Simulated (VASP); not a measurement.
# Zn7O (P3m1) in VASP: notebook

Runs on Zn7O. Level: PBE. Tasks: relaxation of cell and atoms.

Everything below comes from runs of VASP 6.6.1. Logs are shortened: lines on timing, memory, paths and dates and some standing lists are left out, and cuts for length are marked.

### 1 The cell of the first run

The structure is trigonal, space group P3m1 (No. 156). Conventional cell: a = 2.900 Å, b = 2.900 Å, c = 16.177 Å, α = 90.00°, β = 90.00°, γ = 120.00°. Within 3.7 Å of Zn (site symmetry 3m) lie 12 Zn at 2.78 to 2.90 Å. Within 3.5 Å of Zn (site symmetry 3m) lie 12 Zn at 2.69 to 2.90 Å. Within 3.6 Å of Zn (site symmetry 3m) lie 12 Zn at 2.76 to 2.90 Å. Within 3.6 Å of Zn (site symmetry 3m) lie 12 Zn at 2.76 to 2.90 Å. Within 2.7 Å of Zn (site symmetry 3m) lie 1 O at 1.93 Å and 3 Zn at 2.69 Å. Zn (site symmetry 3m) has 3 O at 1.97 Å within 2.6 Å. Zn (site symmetry 3m) has 12 Zn at 2.78 to 2.90 Å and 1 O at 3.26 Å within 3.7 Å. O (site symmetry 3m) has 4 Zn at 1.93 to 1.97 Å within 2.6 Å.

### 2 Relaxation of cell and atoms, PBE

File INCAR:

```
SYSTEM = Zn7O
PREC = Accurate
ENCUT = 600
EDIFF = 1E-7
ISMEAR = 0
SIGMA = 0.1
LREAL = .False.
LASPH = .True.
NELM = 80
ALGO = Normal
ISIF = 3
LWAVE = .False.
LCHARG = .False.
GGA = PE
IBRION = 2
NSW = 100
EDIFFG = -0.01
```

File KPOINTS:

```
Automatic mesh
0
Gamma
  12 12 2
  0 0 0
```

File POSCAR:

```
Zn7O
1.0
    2.8999761191      0.0000000000      0.0000000000
   -1.4499880595      2.5114529895      0.0000000000
    0.0000000000      0.0000000000     16.1774191708
Zn O
7 1
Direct
    0.3333333333      0.6666666667      0.7345492804
    0.6666666667      0.3333333333      0.8717466266
    0.3333333333      0.6666666667      0.4606403921
    0.0000000000      0.0000000000      0.5961433711
    0.0000000000      0.0000000000      0.0019699063
    0.3333333333      0.6666666667      0.1854485080
    0.0000000000      0.0000000000      0.3223783649
    0.0000000000      0.0000000000      0.1211235506
```

Potentials or basis: VASP PAW PBE potentials, release 64 (Zn, O).

The run is started by

```
$ cat potpaw_PBE.64/Zn/POTCAR potpaw_PBE.64/O/POTCAR > POTCAR
$ mpirun -np 1 vasp_std > vasp.out
```

OUTCAR:

```text
SYSTEM = Zn7O
   PREC = Accurate
   ENCUT = 600
   EDIFF = 1E-7
   ISMEAR = 0
   LREAL = .False.
   LASPH = .True.
   NELM = 80
   ISIF = 3
   GGA = PE
   IBRION = 2
   NSW = 100
   EDIFFG = -0.01

 ion  position               nearest neighbor table
   1  0.333  0.667  0.735-   2 2.78   2 2.78   2 2.78   4 2.80   4 2.80   4 2.80
   2  0.667  0.333  0.872-   5 2.69   5 2.69   5 2.69   1 2.78   1 2.78   1 2.78
   3  0.333  0.667  0.461-   4 2.76   4 2.76   4 2.76   7 2.79   7 2.79   7 2.79
   4  0.000  0.000  0.596-   3 2.76   3 2.76   3 2.76   1 2.80   1 2.80   1 2.80
   5  0.000  0.000  0.002-   8 1.93   2 2.69   2 2.69   2 2.69
   6  0.333  0.667  0.185-   8 1.97   8 1.97   8 1.97   7 2.78   7 2.78   7 2.78
   7  0.000  0.000  0.322-   6 2.78   6 2.78   6 2.78   3 2.79   3 2.79   3 2.79
   8  0.000  0.000  0.121-   5 1.93   6 1.97   6 1.97   6 1.97

  LATTYP: Found a hexagonal cell.
 ALAT       =     2.8999761191
 C/A-ratio  =     5.5784663412

  Lattice vectors:

 A1 = (   2.8999761191,   0.0000000000,   0.0000000000)
 A2 = (  -1.4499880595,   2.5114529895,   0.0000000000)
 A3 = (   0.0000000000,   0.0000000000,  16.1774191708)

Analysis of symmetry for initial positions (statically):
=====================================================================
 Subroutine PRICEL returns:
 Original cell was already a primitive cell.

 Routine SETGRP: Setting up the symmetry group for a
 hexagonal supercell.

 Subroutine GETGRP returns: Found  6 space group operations
 (whereof  6 operations were pure point group operations)
 out of a pool of 24 trial point group operations.

The static configuration has the point symmetry C_3v.

Analysis of symmetry for dynamics (positions and initial velocities):
=====================================================================
 Subroutine PRICEL returns:
 Original cell was already a primitive cell.

 Routine SETGRP: Setting up the symmetry group for a
 hexagonal supercell.

 Subroutine GETGRP returns: Found  6 space group operations
 (whereof  6 operations were pure point group operations)
 out of a pool of 24 trial point group operations.

The dynamic configuration has the point symmetry C_3v.

 Subroutine INISYM returns: Found  6 space group operations
 (whereof  6 operations are pure point group operations),
 and found     1 'primitive' translations

----------------------------------------------------------------------------------------

                                     Primitive cell

  volume of cell :     117.8226

  direct lattice vectors                    reciprocal lattice vectors
     2.899976119  0.000000000  0.000000000     0.344830426  0.199087939  0.000000000
    -1.449988060  2.511452989  0.000000000     0.000000000  0.398175878  0.000000000
     0.000000000  0.000000000 16.177419171     0.000000000  0.000000000  0.061814557

  length of vectors
     2.899976119  2.899976119 16.177419171     0.398175878  0.398175878  0.061814557

  position of ions in fractional coordinates (direct lattice)
     0.333333333  0.666666667  0.734549280
     0.666666667  0.333333333  0.871746627
     0.333333333  0.666666667  0.460640392
     0.000000000  0.000000000  0.596143371
     0.000000000  0.000000000  0.001969906
     0.333333333  0.666666667  0.185448508
     0.000000000  0.000000000  0.322378365
     0.000000000  0.000000000  0.121123551

  ion indices of the primitive-cell ions
   primitive index   ion index
                 1           1
                 2           2
                 3           3
                 4           4
                 5           5
                 6           6
                 7           7
                 8           8

----------------------------------------------------------------------------------------

 KPOINTS: Automatic mesh

Automatic generation of k-mesh.
 Grid dimensions read from file:
 generate k-points for:   12   12    2

 Generating k-lattice:

  Cartesian coordinates                     Fractional coordinates (reciprocal lattice)
     0.028735869  0.016590662  0.000000000     0.083333333  0.000000000  0.000000000
     0.000000000  0.033181323  0.000000000     0.000000000  0.083333333  0.000000000
     0.000000000  0.000000000  0.030907279     0.000000000  0.000000000  0.500000000

  Length of vectors
     0.033181323  0.033181323  0.030907279

  Shift w.r.t. Gamma in fractional coordinates (k-lattice)
     0.000000000  0.000000000  0.000000000

 Subroutine IBZKPT returns following result:
 ===========================================

 Found     38 irreducible k-points:

 Following reciprocal coordinates:
            Coordinates               Weight
  0.000000  0.000000  0.000000      1.000000
  0.083333  0.000000  0.000000      6.000000
  0.166667  0.000000  0.000000      6.000000
  0.250000  0.000000  0.000000      6.000000
  0.333333  0.000000  0.000000      6.000000
  0.416667  0.000000  0.000000      6.000000
[... 16 lines left out ...]
  0.250000  0.000000  0.500000      6.000000
  0.333333  0.000000  0.500000      6.000000
 [... further k-points ...]
   k-points           NKPTS =     38   k-points in BZ     NKDIM =     38   number of bands    NBANDS=     54
   number of dos      NEDOS =    301   number of ions     NIONS =      8
   total plane-waves  NPLWV =  80640
   dimension x,y,z NGX =    24 NGY =   24 NGZ =  140
   dimension x,y,z NGXF=    48 NGYF=   48 NGZF=  280
   ions per type =               7   1
   NGX,Y,Z   is equivalent  to a cutoff of  13.76, 13.76, 14.39 a.u.
   NGXF,Y,Z  is equivalent  to a cutoff of  27.52, 27.52, 28.77 a.u.
 SYSTEM =  Zn7O
   PREC   = accura    normal or accurate (medium, high low for compatibility)
   ISTART =      0    job   : 0-new  1-cont  2-samecut
   ICHARG =      2    charge: 1-file 2-atom 10-const
   ISPIN  =      1    spin polarized calculation?
   LNONCOLLINEAR =      F non collinear calculations
   LSORBIT =      F    spin-orbit coupling
   LASPH  =      T    aspherical Exc in radial PAW
   ENCUT  =  600.0 eV  44.10 Ry    6.64 a.u.   5.79  5.79 32.31*2*pi/ulx,y,z
   NELM   =     80;   NELMIN=  2; NELMDL= -5     # of ELM steps
   EDIFF  = 0.1E-06   stopping-criterion for ELM
   LREAL  =      F    real-space projection
   EDIFFG = -.1E-01   stopping-criterion for IOM
   NSW    =    100    number of steps for IOM
   IBRION =      2    ionic relax: 0-MD 1-quasi-New 2-CG
   NFREE  =      1    steps in history (QN), initial steepest desc. (CG)
   ISIF   =      3    stress and relaxation
   ISYM   =      2    0-nonsym 1-usesym 2-fastsym
   POTIM  = 0.5000    time-step for ionic-motion
   TEBEG  =    0.0;   TEEND  =   0.0 temperature during run
   PSTRESS=    0.0 pullay stress
   NELECT =      90.0000    total number of electrons
   NUPDOWN=      -1.0000    fix difference up-down
   EMIN   =  10.00;   EMAX   =-10.00  energy-range for DOS
   EFERMI =   0.00;   METHOD = LEGACY
   ISMEAR =     0;   SIGMA  =   0.10  broadening in eV -4-tet -1-fermi 0-gaus
   EFERMI_NEDOS =   21; number of points for ismear=-14 and -15
   IALGO  =     38    algorithm
   IMIX   =      4    mixing-type and parameters
     AMIX     =   0.40;   BMIX     =  1.00
     AMIX_MAG =   1.60;   BMIX_MAG =  1.00
  volume/ion in A,a.u.               =      14.73        99.39
  Fermi-wavevector in a.u.,A,eV,Ry     =   1.496509  2.827993 30.470794  2.239540
  Thomas-Fermi vector in A             =   2.608517
   LORBIT       =      0    0 simple, 1 ext, 2 COOP (PROOUT), +10 PAW based schemes
   GGA     = PE    functional components
   LHFCALC =     F    Hartree Fock is set to
   AEXX    =    0.0000 exact exchange contribution
   IVDW    =     0    specifies the selected vdW correction
   LEPSILON=     F    determine dielectric tensor
   LRPA    =     F    only Hartree local field effects (RPA)
 conjugate gradient relaxation of ions
 non-spin polarized calculation
 Gauss-broadening in eV      SIGMA  =   0.10
  energy-cutoff  :      600.00
  volume of cell :      117.82
 maximum number of plane-waves:      3962
 NGX is ok and might be reduce to    24
   NGX = 11   NGY = 11   NGZ = 65

--------------------------------------- Ionic step        1  -------------------------------------------

 number of electron      90.0000061 magnetization

 Free energy of the ion-electron system (eV)
  ---------------------------------------------------
  ext. energy  EPLUGINS =         0.00000000
  ---------------------------------------------------
  free energy    TOTEN  =       -14.52387903 eV

  energy without entropy =      -14.51535603  energy(sigma->0) =      -14.51961753

------------------------ aborting loop because EDIFF is reached ----------------------------------------

  FORCE on cell =-STRESS in cart. coord.  units (eV):
  Direction    XX          YY          ZZ          XY          YZ          ZX
  --------------------------------------------------------------------------------------
  -------------------------------------------------------------------------------------
  Total        1.7774851      1.7774851     -3.0680702      0.0000000      0.0000000     -0.0000000
  in kB       24.1706231     24.1706231    -41.7202743      0.0000000      0.0000000     -0.0000000
  external PRESSURE =       2.2069906 kB  Pullay stress =       0.0000000 kB
[... 107 lines left out ...]
  FREE ENERGIE OF THE ION-ELECTRON SYSTEM (eV)
  ---------------------------------------------------
  free  energy   TOTEN  =       -14.6361755958 eV

  energy  without entropy=      -14.6306208201  energy(sigma->0) =      -14.63339821

[... ionic steps 4 to 16 ...]

--------------------------------------- Ionic step       17  -------------------------------------------

 number of electron      89.9999975 magnetization

------------------------ aborting loop because EDIFF is reached ----------------------------------------
[... 79 lines left out ...]
--------------------------------------- Ionic step       19  -------------------------------------------

 number of electron      89.9999965 magnetization

 Free energy of the ion-electron system (eV)
  ---------------------------------------------------
  ext. energy  EPLUGINS =         0.00000000
  ---------------------------------------------------
  free energy    TOTEN  =       -14.67080472 eV

  energy without entropy =      -14.66128935  energy(sigma->0) =      -14.66604704

 E-fermi :   2.7386     XC(G=0): -11.2534

 val. band max:        2.7190940891   @ k =   0.3333   0.0000   0.5000
 cond. band min:       2.7846150206   @ k =   0.1667   0.1667   0.0000
 fundamental gap:      0.0655209315
 Fermi energy:         2.7385844402

 k-point     1 :       0.0000    0.0000    0.0000
  band No.  band energies     occupation
      1     -16.5974      2.00000
      2      -7.0045      2.00000
      3      -6.6715      2.00000
      4      -5.6155      2.00000
      5      -5.5631      2.00000
      6      -5.3662      2.00000
[... 1357 lines left out ...]
     53       9.7964      0.00000
     54       9.9919      0.00000

 [... further k-points ...]

------------------------ aborting loop because EDIFF is reached ----------------------------------------

  FORCE on cell =-STRESS in cart. coord.  units (eV):
  Direction    XX          YY          ZZ          XY          YZ          ZX
  --------------------------------------------------------------------------------------
  -------------------------------------------------------------------------------------
  Total       -0.0379782     -0.0379782     -0.0552642     -0.0000000      0.0000000      0.0000000
  in kB       -0.5094860     -0.5094860     -0.7413812     -0.0000000      0.0000000      0.0000000
  external PRESSURE =      -0.5867844 kB  Pullay stress =       0.0000000 kB
[... 23 lines left out ...]
  FREE ENERGIE OF THE ION-ELECTRON SYSTEM (eV)
  ---------------------------------------------------
  free  energy   TOTEN  =       -14.6708047240 eV

  energy  without entropy=      -14.6612893464  energy(sigma->0) =      -14.66604704

 reached required accuracy - stopping structural energy minimisation
```

Wall time 53 min (1 thread of AMD EPYC 9R45 (Zen 5), shared host); peak memory 0.39 GiB.

Results:

```
Free energy                           : -14.6708 eV
Relaxed volume                        : 14.93 Å³/atom
Relaxed cell                          : a = 2.999 Å, b = 2.999 Å, c = 15.331 Å, α = 90.00°, β = 90.00°, γ = 120.00°
Space group after relaxing (to 0.1 Å) : P3m1 (No. 156)
Energy gained by relaxing             : 18.4 meV/atom
Ionic steps                           : 19
Pressure after relaxing               : -0.1 GPa
Largest force after relaxing          : 0.008 eV/Å
Band gap on the k mesh                : zero (bands 45 and 46 overlap by 1.49 eV)
```

Forces on the atoms (eV/Å):
```
Zn   0.000  0.000  0.003
Zn   0.000  0.000  0.004
Zn   0.000  0.000 -0.002
Zn   0.000  0.000  0.003
Zn   0.000  0.000 -0.008
Zn   0.000  0.000  0.006
Zn   0.000  0.000 -0.002
O    0.000  0.000 -0.003
```

Step by step:
| step | energy change (eV) | largest force (eV/Å) | pressure (GPa) | volume (Å³) |
| --- | --- | --- | --- | --- |
| 1 | 0.0000 | 0.2740 | 0.22 | 117.82 |
| 2 | -0.0834 | 0.4242 | 0.19 | 118.14 |
| 3 | -0.1123 | 0.5478 | 0.31 | 118.31 |
| 4 | -0.1035 | 0.9187 | 1.07 | 118.56 |
| 5 | -0.1179 | 0.6996 | 0.61 | 118.45 |
| 6 | -0.1343 | 0.2300 | -0.36 | 119.87 |
| 7 | -0.1361 | 0.1741 | -0.14 | 119.50 |
| 8 | -0.1391 | 0.1237 | -0.02 | 119.34 |
| 9 | -0.1422 | 0.0958 | 0.27 | 118.97 |
| 10 | -0.1444 | 0.0824 | -0.02 | 119.33 |
| 11 | -0.1448 | 0.0768 | -0.26 | 119.62 |
| 12 | -0.1463 | 0.0551 | -0.15 | 119.43 |
| 13 | -0.1466 | 0.0584 | -0.02 | 119.25 |
| 14 | -0.1468 | 0.0263 | 0.07 | 119.22 |
| 15 | -0.1469 | 0.0133 | 0.06 | 119.22 |
| 16 | -0.1469 | 0.0061 | 0.10 | 119.35 |
| 17 | -0.1466 | 0.0380 | -0.14 | 119.72 |
| 18 | -0.1469 | 0.0114 | -0.03 | 119.46 |
| 19 | -0.1469 | 0.0081 | -0.06 | 119.43 |

Final structure:
```cif
data_structure
_symmetry_space_group_name_H-M 'P 1'
_symmetry_Int_Tables_number 1
_cell_length_a 2.9992
_cell_length_b 2.9992
_cell_length_c 15.3314
_cell_angle_alpha 90.000
_cell_angle_beta 90.000
_cell_angle_gamma 120.000
_cell_volume 119.43
loop_
_atom_site_label
_atom_site_type_symbol
_atom_site_fract_x
_atom_site_fract_y
_atom_site_fract_z
_atom_site_occupancy
Zn1 Zn 0.33333 0.66667 0.73360 1
Zn2 Zn 0.66667 0.33333 0.86684 1
Zn3 Zn 0.33333 0.66667 0.46377 1
Zn4 Zn 0.00000 0.00000 0.59809 1
Zn5 Zn 0.00000 0.00000 0.99595 1
Zn6 Zn 0.33333 0.66667 0.18654 1
Zn7 Zn 0.00000 0.00000 0.32740 1
O1 O 0.00000 0.00000 0.12181 1
```

(Continued in part 2 of 2.)
